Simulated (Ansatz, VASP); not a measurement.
## One calculation of HfO2, two programs

File INCAR:

```
ALGO = Normal
EDIFF = 1E-7
ENCUT = 520
GGA = PE
ISIF = 2
ISMEAR = 0
LASPH = T
LCHARG = F
LREAL = F
LWAVE = F
NBANDS = 18
NELM = 80
PREC = Accurate
SIGMA = 0.02
```

Contents of KPOINTS:

```
k-points
0
Gamma
  8 8 8
```

POSCAR

```
HfO2
1.0
    0.0000000000      2.4699497730      2.4699497730
    2.4699497730      0.0000000000      2.4699497730
    2.4699497730      2.4699497730      0.0000000000
Hf O
1 2
Direct
    0.0000000000      0.0000000000      0.0000000000
    0.7500000000      0.7500000000      0.7500000000
    0.2500000000      0.2500000000      0.2500000000
```

Input for Ansatz:

```yaml
crystal:
  lattice:
    - [0.0, 2.469949773, 2.469949773]
    - [2.469949773, 0.0, 2.469949773]
    - [2.469949773, 2.469949773, 0.0]
  atoms:
    - { symbol: Hf, position: [0.0, 0.0, 0.0] }
    - { symbol: O, position: [0.75, 0.75, 0.75] }
    - { symbol: O, position: [0.25, 0.25, 0.25] }
basis:
  ecutwfc: 420
kpoints:
  mp_grid: { grid: [8, 8, 8] }
hamiltonian:
  xc: pbe
scf:
  occupations: { method: gaussian, width: 0.02 }
output:
  forces: true
  stress: true
  eigenvalues: true
```

Alike in both runs: task single point; functional PBE; k mesh 8 × 8 × 8; occupations gaussian, width 0.02 eV; no spin polarisation.

|  | VASP | Ansatz |
| --- | --- | --- |
| version | VASP 6.6.1 | Ansatz 0.2.0 |
| potentials or method | VASP PAW PBE potentials, release 64 (Hf_pv, O), cutoff 520 eV | scalar-relativistic, plane waves, PAW |
| valence electrons in the cell | 22 | 38 |

Ansatz gave:

```
gap on the k mesh at the Fermi level (eV) : 3.97
least direct gap on the mesh (eV)         : 3.97
pressure (GPa)                            : 28.3
```

**Question.** What did VASP give for the same quantities?

**Answer.** gap on the k mesh at the Fermi level (eV): 4.01; least direct gap on the mesh (eV): 4.01; pressure (GPa): 23.7.

VASP's potentials hold 22 valence electrons a cell and Ansatz's 38, so a difference there can come from the potentials and not from the codes.

Neither program's run includes spin-orbit coupling.
